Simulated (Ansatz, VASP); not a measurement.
B3As2: VASP beside Ansatz

File INCAR:

```
SYSTEM = B3As2
PREC = Accurate
ENCUT = 600
EDIFF = 1E-6
ISMEAR = 0
SIGMA = 0.1
LREAL = .False.
LASPH = .True.
NELM = 100
ALGO = Normal
ISIF = 3
LWAVE = .False.
LCHARG = .False.
GGA = PE
IBRION = 2
NSW = 90
EDIFFG = -0.04
```

The input KPOINTS:

```
Automatic mesh
0
Gamma
  6 6 4
  0 0 0
```

The input POSCAR:

```
B3As2
1.0
    1.9654700400     -3.5124110200      0.0000000000
    1.9654700400      3.5124110200      0.0000000000
    0.0000000000      0.0000000000      5.9746691300
B As
3 2
Direct
    0.6796362100      0.6796362100      0.5000000000
    0.3203637900      0.3203637900      0.5000000000
    0.5000000000      0.5000000000      0.0000000000
    0.8435039400      0.1564960600      0.5000000000
    0.1564960600      0.8435039400      0.5000000000
```

Input for Ansatz:

```yaml
crystal:
  lattice:
    - [1.96547004, -3.51241102, 0.0]
    - [1.96547004, 3.51241102, 0.0]
    - [0.0, 0.0, 5.97466913]
  atoms:
    - { symbol: B, position: [0.67963621, 0.67963621, 0.5] }
    - { symbol: B, position: [0.32036379, 0.32036379, 0.5] }
    - { symbol: B, position: [0.5, 0.5, 0.0] }
    - { symbol: As, position: [0.84350394, 0.15649606, 0.5] }
    - { symbol: As, position: [0.15649606, 0.84350394, 0.5] }
basis:
  ecutwfc: 420
kpoints:
  mp_grid: { grid: [6, 6, 4] }
hamiltonian:
  xc: pbe
scf:
  occupations: { method: gaussian, width: 0.1 }
  lower_state_search: "off"
output:
  forces: true
  stress: true
  eigenvalues: true
relax:
  adjacent_minimum: "off"
  f_tol: 0.04
  max_steps: 70
  cell: { stress_tol: 0.4 }
```

Alike in both runs: task relaxation of cell and atoms; functional PBE; k mesh 6 × 6 × 4; occupations gaussian, width 0.1 eV; no spin polarisation.

|  | VASP | Ansatz |
| --- | --- | --- |
| version | VASP 6.6.1 | Ansatz 0.2.0 |
| potentials or method | VASP PAW PBE potentials, release 64 (B, As), cutoff 600 eV | scalar-relativistic, plane waves, PAW |
| valence electrons in the cell | 19 | 39 |

|  | VASP | Ansatz | Ansatz less VASP |
| --- | --- | --- | --- |
| gap on the k mesh at the Fermi level, each at its own relaxed structure (eV) | none | none | - |
| relaxed volume (Å³/atom) | 15.34 | 13.96 | -1.386 |
| relaxed length of the cell vector where the two differ most in proportion (Å) | 2.844 | 2.936 | +0.0918 |

A gap of «none» marks a metal or a gap that the smearing closes. One of these differences is far larger than is usual between the two programs; its cause wasn't traced. VASP's potentials hold 19 valence electrons a cell and Ansatz's 39, so a difference there can come from the potentials and not from the codes.
